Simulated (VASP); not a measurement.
# Al12Pt in VASP: further runs

The runs below take Al12Pt through single point, with LDA.

Program: VASP 6.6.1. These are calculated values, not measurements. Logs are shortened: lines on timing, memory, paths and dates and some standing lists are left out, and cuts for length are marked.

### Step 1. The cell of the first run

The cell holds a slab with vacuum, 13 atoms: a = 5.634 Å, b = 5.634 Å, c = 20.032 Å, α = 90.00°, β = 90.00°, γ = 120.00°.

### Step 2. Single point, LDA

Contents of INCAR:

```
PREC = Accurate
ENCUT = 520
EDIFF = 1E-7
ISMEAR = 0
SIGMA = 0.1
LREAL = False
LASPH = True
NELM = 60
ALGO = Normal
ISIF = 2
LWAVE = False
LCHARG = False
LDIPOL = True
IDIPOL = 3
DIPOL = 0.5 0.5 0.330
GGA = CA
NBANDS = 35
```

Contents of KPOINTS:

```
Automatic mesh
0
Gamma
  6 6 1
```

Contents of POSCAR:

```
Al12Pt
1.0
    5.6343731020      0.0000000000      0.0000000000
   -2.8171865510      4.8795102407      0.0000000000
    0.0000000000      0.0000000000     20.0320257113
Al Pt
12 1
Direct
    0.3333333333      0.1666666667      0.1996802549
    0.3333333333      0.6666666667      0.1996802549
    0.8333333333      0.1666666667      0.1996802549
    0.8333333333      0.6666666667      0.1996802549
    0.1666666667      0.3333333333      0.3128118626
    0.1666666667      0.8333333333      0.3128118626
    0.6666666667      0.3333333333      0.3128118626
    0.6666666667      0.8333333333      0.3128118626
    0.0000000000      0.0000000000      0.4259192672
    0.0000000000      0.5000000000      0.4259192672
    0.5000000000      0.0000000000      0.4259192672
    0.5000000000      0.5000000000      0.4259192672
    0.0000000000      0.0833333333      0.5306138095
```

Potentials or basis: VASP PAW LDA potentials, release 64 (Al, Pt).

The run is started by

```bash
$ cat potpaw_LDA.64/Al/POTCAR potpaw_LDA.64/Pt/POTCAR > POTCAR
$ mpirun -np 1 vasp_std > vasp.out
```

OUTCAR:

```text
PREC = Accurate
   ENCUT = 520
   EDIFF = 1E-7
   ISMEAR = 0
   LREAL = False
   LASPH = True
   NELM = 60
   ISIF = 2
   GGA = CA

 ion  position               nearest neighbor table
   1  0.333  0.167  0.200-   5 2.79   6 2.79   7 2.79   4 2.82   2 2.82   2 2.82   4 2.82   3 2.82
                             3 2.82
   2  0.333  0.667  0.200-   6 2.79   5 2.79   8 2.79   3 2.82   1 2.82   1 2.82   3 2.82   4 2.82
                             4 2.82
   3  0.833  0.167  0.200-   7 2.79   8 2.79   5 2.79   4 2.82   2 2.82   4 2.82   2 2.82   1 2.82
                             1 2.82
   4  0.833  0.667  0.200-   8 2.79   7 2.79   6 2.79   3 2.82   1 2.82   3 2.82   1 2.82   2 2.82
                             2 2.82
   5  0.167  0.333  0.313-   9 2.79  12 2.79  10 2.79   1 2.79   2 2.79   3 2.79   8 2.82   6 2.82
                             6 2.82   8 2.82   7 2.82   7 2.82
   6  0.167  0.833  0.313-  10 2.79  11 2.79   9 2.79   2 2.79   1 2.79   4 2.79   7 2.82   5 2.82
                             5 2.82   7 2.82   8 2.82   8 2.82
   7  0.667  0.333  0.313-  11 2.79  10 2.79  12 2.79   3 2.79   4 2.79   1 2.79   8 2.82   6 2.82
                             8 2.82   6 2.82   5 2.82   5 2.82
   8  0.667  0.833  0.313-  12 2.79   9 2.79  11 2.79   4 2.79   3 2.79   2 2.79   7 2.82   5 2.82
                             7 2.82   5 2.82   6 2.82   6 2.82
   9  0.000  0.000  0.426-  13 2.15   5 2.79   8 2.79   6 2.79  12 2.82  10 2.82  10 2.82  12 2.82
                            11 2.82  11 2.82
  10  0.000  0.500  0.426-   6 2.79   7 2.79   5 2.79   9 2.82  11 2.82   9 2.82  11 2.82  12 2.82
                            12 2.82  13 3.15
  11  0.500  0.000  0.426-   7 2.79   6 2.79   8 2.79  10 2.82  12 2.82  12 2.82  10 2.82   9 2.82
                             9 2.82  13 3.35
  12  0.500  0.500  0.426-   8 2.79   5 2.79   7 2.79   9 2.82  11 2.82  11 2.82   9 2.82  10 2.82
                            10 2.82  13 3.35
  13  0.000  0.083  0.531-   9 2.15  10 3.15  12 3.35  11 3.35

  LATTYP: Found a hexagonal cell.
 ALAT       =     5.6343731020
 C/A-ratio  =     3.5553246739

  Lattice vectors:

 A1 = (   5.6343731020,   0.0000000000,   0.0000000000)
 A2 = (  -2.8171865510,   4.8795102407,   0.0000000000)
 A3 = (   0.0000000000,   0.0000000000,  20.0320257113)

Analysis of symmetry for initial positions (statically):
=====================================================================
 Subroutine PRICEL returns:
 Original cell was already a primitive cell.

 Routine SETGRP: Setting up the symmetry group for a
 hexagonal supercell.

 Subroutine GETGRP returns: Found  1 space group operations
 (whereof  1 operations were pure point group operations)
 out of a pool of 24 trial point group operations.

The static configuration has the point symmetry C_1 .

Analysis of symmetry for dynamics (positions and initial velocities):
=====================================================================
 Subroutine PRICEL returns:
 Original cell was already a primitive cell.

 Routine SETGRP: Setting up the symmetry group for a
 hexagonal supercell.

 Subroutine GETGRP returns: Found  1 space group operations
 (whereof  1 operations were pure point group operations)
 out of a pool of 24 trial point group operations.

The dynamic configuration has the point symmetry C_1 .

 Subroutine INISYM returns: Found  1 space group operations
 (whereof  1 operations are pure point group operations),
 and found     1 'primitive' translations

----------------------------------------------------------------------------------------

                                     Primitive cell

  volume of cell :     550.7401

  direct lattice vectors                    reciprocal lattice vectors
     5.634373102  0.000000000  0.000000000     0.177482034  0.102469300  0.000000000
    -2.817186551  4.879510241  0.000000000     0.000000000  0.204938601  0.000000000
     0.000000000  0.000000000 20.032025711     0.000000000  0.000000000  0.049920064

  length of vectors
     5.634373102  5.634373102 20.032025711     0.204938601  0.204938601  0.049920064

  position of ions in fractional coordinates (direct lattice)
     0.333333333  0.166666667  0.199680255
     0.333333333  0.666666667  0.199680255
     0.833333333  0.166666667  0.199680255
     0.833333333  0.666666667  0.199680255
     0.166666667  0.333333333  0.312811863
     0.166666667  0.833333333  0.312811863
     0.666666667  0.333333333  0.312811863
     0.666666667  0.833333333  0.312811863
     0.000000000  0.000000000  0.425919267
     0.000000000  0.500000000  0.425919267
     0.500000000  0.000000000  0.425919267
     0.500000000  0.500000000  0.425919267
     0.000000000  0.083333333  0.530613809

  ion indices of the primitive-cell ions
   primitive index   ion index
                 1           1
                 2           2
                 3           3
                 4           4
                 5           5
                 6           6
                 7           7
                 8           8
                 9           9
                10          10
                11          11
                12          12
                13          13

----------------------------------------------------------------------------------------

 KPOINTS: Automatic mesh

Automatic generation of k-mesh.
 Grid dimensions read from file:
 generate k-points for:    6    6    1

 Generating k-lattice:

  Cartesian coordinates                     Fractional coordinates (reciprocal lattice)
     0.029580339  0.017078217  0.000000000     0.166666667  0.000000000  0.000000000
     0.000000000  0.034156433  0.000000000     0.000000000  0.166666667  0.000000000
     0.000000000  0.000000000  0.049920064     0.000000000  0.000000000  1.000000000

  Length of vectors
     0.034156433  0.034156433  0.049920064

  Shift w.r.t. Gamma in fractional coordinates (k-lattice)
     0.000000000  0.000000000  0.000000000

 Subroutine IBZKPT returns following result:
 ===========================================

 Found     20 irreducible k-points:

 Following reciprocal coordinates:
            Coordinates               Weight
  0.000000  0.000000  0.000000      1.000000
  0.166667 -0.000000  0.000000      2.000000
  0.000000  0.166667  0.000000      2.000000
 -0.166667  0.166667  0.000000      2.000000
  0.333333  0.000000  0.000000      2.000000
  0.000000  0.333333  0.000000      2.000000
[... 12 lines left out ...]
  0.500000 -0.166667  0.000000      2.000000
  0.333333  0.333333  0.000000      2.000000
   k-points           NKPTS =     20   k-points in BZ     NKDIM =     20   number of bands    NBANDS=     35
   number of dos      NEDOS =    301   number of ions     NIONS =     13
   total plane-waves  NPLWV = 264600
   dimension x,y,z NGX =    42 NGY =   42 NGZ =  150
   dimension x,y,z NGXF=    84 NGYF=   84 NGZF=  300
   ions per type =              12   1
   NGX,Y,Z   is equivalent  to a cutoff of  12.39, 12.39, 12.45 a.u.
   NGXF,Y,Z  is equivalent  to a cutoff of  24.78, 24.78, 24.90 a.u.
 SYSTEM =  unknown system
   PREC   = accura    normal or accurate (medium, high low for compatibility)
   ISTART =      0    job   : 0-new  1-cont  2-samecut
   ICHARG =      2    charge: 1-file 2-atom 10-const
   ISPIN  =      1    spin polarized calculation?
   LNONCOLLINEAR =      F non collinear calculations
   LSORBIT =      F    spin-orbit coupling
   LASPH  =      T    aspherical Exc in radial PAW
   ENCUT  =  520.0 eV  38.22 Ry    6.18 a.u.  10.48 10.48 37.25*2*pi/ulx,y,z
   NELM   =     60;   NELMIN=  2; NELMDL= -5     # of ELM steps
   EDIFF  = 0.1E-06   stopping-criterion for ELM
   LREAL  =      F    real-space projection
   EDIFFG = 0.1E-05   stopping-criterion for IOM
   NSW    =      0    number of steps for IOM
   IBRION =     -1    ionic relax: 0-MD 1-quasi-New 2-CG
   NFREE  =      0    steps in history (QN), initial steepest desc. (CG)
   ISIF   =      2    stress and relaxation
   ISYM   =      2    0-nonsym 1-usesym 2-fastsym
   POTIM  = 0.5000    time-step for ionic-motion
   TEBEG  =    0.0;   TEEND  =   0.0 temperature during run
   PSTRESS=    0.0 pullay stress
   NELECT =      46.0000    total number of electrons
   NUPDOWN=      -1.0000    fix difference up-down
   EMIN   =  10.00;   EMAX   =-10.00  energy-range for DOS
   EFERMI =   0.00;   METHOD = LEGACY
   ISMEAR =     0;   SIGMA  =   0.10  broadening in eV -4-tet -1-fermi 0-gaus
   EFERMI_NEDOS =   21; number of points for ismear=-14 and -15
   IALGO  =     38    algorithm
   IMIX   =      4    mixing-type and parameters
     AMIX     =   0.40;   BMIX     =  1.00
     AMIX_MAG =   1.60;   BMIX_MAG =  1.00
  volume/ion in A,a.u.               =      42.36       285.89
  Fermi-wavevector in a.u.,A,eV,Ry     =   0.715614  1.352313  6.967580  0.512103
  Thomas-Fermi vector in A             =   1.803820
   LORBIT       =      0    0 simple, 1 ext, 2 COOP (PROOUT), +10 PAW based schemes
   GGA     = CA    functional components
   LHFCALC =     F    Hartree Fock is set to
   AEXX    =    0.0000 exact exchange contribution
   IVDW    =     0    specifies the selected vdW correction
   LEPSILON=     F    determine dielectric tensor
   LRPA    =     F    only Hartree local field effects (RPA)
 non-spin polarized calculation
 Gauss-broadening in eV      SIGMA  =   0.10
  energy-cutoff  :      520.00
  volume of cell :      550.74
 maximum number of plane-waves:     14919
 NGX is ok and might be reduce to    42
   NGX = 21   NGY = 21   NGZ = 75

 dipolmoment           0.000000      0.000000     -0.089050 electrons x Angstroem

 number of electron      45.9999999 magnetization

 dipolmoment           0.000000      0.000000      0.100754 electrons x Angstroem

 Free energy of the ion-electron system (eV)
  ---------------------------------------------------
  ext. energy  EPLUGINS =         0.00000000
  ---------------------------------------------------
  free energy    TOTEN  =       -52.46809117 eV

  energy without entropy =      -52.45631983  energy(sigma->0) =      -52.46220550

 E-fermi :   0.2744     XC(G=0):  -5.0711

 val. band max:        0.2400290900   @ k =   0.0000   0.0000   0.0000
 cond. band min:       0.3210065768   @ k =   0.0000   0.0000   0.0000
 fundamental gap:      0.0809774868
 Fermi energy:         0.2744066853

 k-point     1 :       0.0000    0.0000    0.0000
  band No.  band energies     occupation
      1     -10.5508      2.00000
      2      -8.8190      2.00000
      3      -6.1581      2.00000
      4      -4.6338      2.00000
      5      -4.5779      2.00000
      6      -4.5506      2.00000
[... 27 lines left out ...]
     34       3.1555      0.00000
     35       3.1862      0.00000

 k-point     2 :       0.1667   -0.0000    0.0000
  band No.  band energies     occupation
      1     -10.3795      2.00000
      2      -8.6502      2.00000
      3      -6.3432      2.00000
      4      -5.9941      2.00000
      5      -5.3521      2.00000
      6      -5.3477      2.00000
[... 27 lines left out ...]
     34       4.0638      0.00000
     35       4.1216      0.00000
[... 644 lines left out ...]
     34       3.3763      0.00000
     35       3.7852      0.00000

 k-point    20 :       0.3333    0.3333    0.0000
  band No.  band energies     occupation
      1      -8.5504      2.00000
      2      -8.4920      2.00000
      3      -8.4880      2.00000
      4      -6.9242      2.00000
      5      -6.7565      2.00000
      6      -6.7513      2.00000
[... 27 lines left out ...]
     34       3.6347      0.00000
     35       3.6771      0.00000

------------------------ aborting loop because EDIFF is reached ----------------------------------------

 vacuum level on the upper side and lower side of the slab       (xc-potential included)         0.184        -0.439

  FORCE on cell =-STRESS in cart. coord.  units (eV):
  Direction    XX          YY          ZZ          XY          YZ          ZX
  --------------------------------------------------------------------------------------
  -------------------------------------------------------------------------------------
  Total       -4.2211568     -3.9293230      0.8049888     -0.1150135      2.1610869     -1.2821124
  in kB      -12.2799151    -11.4309312      2.3418212     -0.3345897      6.2868935     -3.7298382
  external PRESSURE =      -7.1230084 kB  Pullay stress =       0.0000000 kB

 VOLUME and BASIS-vectors are now :
 -----------------------------------------------------------------------------
  energy-cutoff  :      520.00
  volume of cell :      550.74
      direct lattice vectors                 reciprocal lattice vectors
     5.634373102  0.000000000  0.000000000     0.177482034  0.102469300  0.000000000
    -2.817186551  4.879510241  0.000000000     0.000000000  0.204938601  0.000000000
     0.000000000  0.000000000 20.032025711     0.000000000  0.000000000  0.049920064

 POSITION                                       TOTAL-FORCE (eV/Angst)
 -----------------------------------------------------------------------------------
      1.40859      0.81325      4.00000         0.146162      0.040375     -0.055293
     -0.00000      3.25301      4.00000         0.000784      0.020125     -0.115285
      4.22578      0.81325      4.00000        -0.157729      0.052761     -0.015075
      2.81719      3.25301      4.00000         0.010040     -0.117000     -0.098431
      0.00000      1.62650      6.26626         0.024405      0.088478      0.184120
     -1.40859      4.06626      6.26626         0.070376     -0.032335     -0.003213
      2.81719      1.62650      6.26626        -0.023858      0.015013     -0.002574
      1.40859      4.06626      6.26626        -0.066569     -0.057373      0.085505
      0.00000      0.00000      8.53203         0.381505     -0.654862     -1.594517
     -1.40859      2.43976      8.53203         0.184806     -0.203126      0.673497
      2.81719      0.00000      8.53203         0.122825     -0.091704      0.436810
      1.40859      2.43976      8.53203        -0.084522     -0.097739      0.440450
     -0.23477      0.40663     10.62927        -0.608226      1.037388      0.064005
 -----------------------------------------------------------------------------------
    total drift:                                0.000032      0.000174      0.000297

  FREE ENERGIE OF THE ION-ELECTRON SYSTEM (eV)
  ---------------------------------------------------
  free  energy   TOTEN  =       -52.4680911739 eV

  energy  without entropy=      -52.4563198274  energy(sigma->0) =      -52.46220550

 vacuum level on the upper side and lower side of the slab         5.031         4.386
```

Run time: 8.6 min. Hardware: 1 thread of AMD EPYC 9R45 (Zen 5), shared host; peak memory 0.57 GiB.

What came out:

```
Free energy            : -52.4681 eV
Largest force          : 1.765 eV/Å
Band gap on the k mesh : zero (bands 23 and 24 overlap by 0.82 eV)
```

Forces on the atoms (eV/Å):
```
Al   0.146  0.040 -0.055
Al   0.001  0.020 -0.115
Al  -0.158  0.053 -0.015
Al   0.010 -0.117 -0.098
Al   0.024  0.088  0.184
Al   0.070 -0.032 -0.003
Al  -0.024  0.015 -0.003
Al  -0.067 -0.057  0.086
Al   0.382 -0.655 -1.595
Al   0.185 -0.203  0.673
Al   0.123 -0.092  0.437
Al  -0.085 -0.098  0.440
Pt  -0.608  1.037  0.064
```

Caveat: spin-orbit coupling is left out, which moves the levels of the heavy elements.

### Step 3. Single point, LDA

Contents of INCAR:

```
SYSTEM = Al12Pt
PREC = Accurate
ENCUT = 520
EDIFF = 1E-6
ISMEAR = 0
SIGMA = 0.1
LREAL = .FALSE.
LASPH = .TRUE.
NELM = 60
ALGO = Normal
ISIF = 2
LWAVE = .FALSE.
LCHARG = .FALSE.
LDIPOL = .TRUE.
IDIPOL = 3
DIPOL = 0.5 0.5 0.328
GGA = CA
NBANDS = 35
```

Contents of KPOINTS:

```
Automatic mesh
0
G
  6 6 1
  0 0 0
```

Edit POSCAR of step 2 so:

```diff
@@ -20,2 +20,2 @@
     0.5000000000      0.5000000000      0.4259192672
-    0.0000000000      0.0833333333      0.5306138095
+    0.0833333333      0.3333333333      0.5146152417
```

Potentials or basis: VASP PAW LDA potentials, release 64 (Al, Pt).

The run is started by

```bash
$ cat potpaw_LDA.64/Al/POTCAR potpaw_LDA.64/Pt/POTCAR > POTCAR
$ mpirun -np 1 vasp_std > vasp.out
```

It took 8.7 min on 1 thread of AMD EPYC 9R45 (Zen 5), shared host; peak memory 0.57 GiB.

It converged, with:

```
Free energy            : -53.9385 eV
Largest force          : 2.358 eV/Å
Band gap on the k mesh : zero (bands 23 and 24 overlap by 0.80 eV)
```

Forces on the atoms (eV/Å):
```
Al   0.077 -0.035 -0.060
Al   0.028  0.107 -0.034
Al  -0.097 -0.081  0.003
Al  -0.014  0.008 -0.124
Al   0.035  0.003  0.163
Al   0.020  0.018 -0.009
Al  -0.011 -0.021  0.038
Al  -0.017  0.003  0.050
Al   0.017 -0.128  0.590
Al  -1.365  1.171 -1.525
Al   0.003  0.057  0.079
Al  -0.283 -0.096  0.768
Pt   1.607 -1.007  0.061
```

Levels at points of the mesh, in eV from the Fermi level:
```csv
k point,band 21,band 22,band 23,band 24,band 25,band 26
"(0.00, 0.00, 0.00)",-2.03,-0.94,-0.32,-0.03,0.03,0.14
"(0.50, 0.00, 0.00)",-0.49,-0.16,-0.10,0.40,1.04,1.09
"(0.00, 0.50, 0.00)",-0.49,-0.17,-0.11,0.39,1.02,1.10
"(0.50, 0.50, 0.00)",-0.49,-0.16,-0.08,0.38,1.05,1.09
```

Caveat: spin-orbit coupling is left out, which moves the levels of the heavy elements.

### Step 4. Single point, LDA

Contents of INCAR:

```
PREC = Accurate
ENCUT = 520
EDIFF = 1E-6
ISMEAR = 0
SIGMA = 0.1
LREAL = F
LASPH = T
NELM = 80
ALGO = Normal
ISIF = 2
LWAVE = F
LCHARG = F
LDIPOL = T
IDIPOL = 3
DIPOL = 0.5 0.5 0.328
NBANDS = 35
```

Contents of KPOINTS:

```
Automatic mesh
0
Gamma
  6 6 1
```

Edit POSCAR of step 3 so:

```diff
@@ -20,2 +20,2 @@
     0.5000000000      0.5000000000      0.4259192672
-    0.0833333333      0.3333333333      0.5146152417
+    0.2500000000      0.1666666667      0.5146709318
```

The run is started by

```bash
$ cat potpaw_LDA.64/Al/POTCAR potpaw_LDA.64/Pt/POTCAR > POTCAR
$ mpirun -np 1 vasp_std > vasp.out
```

Wall time 8.3 min (1 thread of AMD EPYC 9R45 (Zen 5), shared host); peak memory 0.57 GiB.

Results (log left out):

```yaml
Free_energy: -53.9637 eV
Largest_force: 2.346 eV/Å
Band_gap_on_the_k_mesh: zero (bands 23 and 24 overlap by 0.83 eV)
```

Forces in eV/Å, atoms in the order of the input:
```
Al   0.059  0.003  0.044
Al  -0.018  0.011 -0.092
Al  -0.046  0.020 -0.092
Al   0.005 -0.033 -0.115
Al  -0.055  0.039  0.118
Al   0.012 -0.050  0.096
Al   0.037  0.015  0.073
Al  -0.015  0.001 -0.075
Al  -1.389 -1.166 -1.487
Al   0.038 -0.050  0.076
Al  -0.251  0.049  0.779
Al  -0.023  0.171  0.611
Pt   1.647  0.992  0.064
```

Levels at points of the mesh, in eV from the Fermi level:
```tsv
k point	band 20	band 21	band 22	band 23	band 24	band 25	band 26	band 27
(0.00, 0.00, 0.00)	-2.13	-2.00	-0.92	-0.18	-0.04	0.02	0.17	0.25
(0.50, 0.00, 0.00)	-0.50	-0.48	-0.18	-0.18	0.46	1.01	1.20	1.33
(0.00, 0.50, 0.00)	-0.51	-0.48	-0.17	-0.15	0.45	1.05	1.14	1.31
(0.50, 0.50, 0.00)	-0.51	-0.49	-0.17	-0.12	0.46	1.08	1.11	1.32
```

Caveat: spin-orbit coupling is left out, which moves the levels of the heavy elements.

### Step 5. The runs side by side

```csv
cell,gap on the mesh (eV),largest force (eV/Å)
"as given, atomic positions A",none,1.77
"as given, atomic positions B",none,2.36
"as given, atomic positions C",none,2.35
```

Alike in all rows: task single point; level LDA; potentials or basis VASP PAW LDA potentials, release 64 (Al, Pt); no spin polarisation; k mesh 6 × 6 × 1; cutoff (eV) 520; smearing gaussian 0.1 eV.

Caveats: spin-orbit coupling is left out, which moves the levels of the heavy elements.

Absolute energies hang on the potentials; compare differences alone.
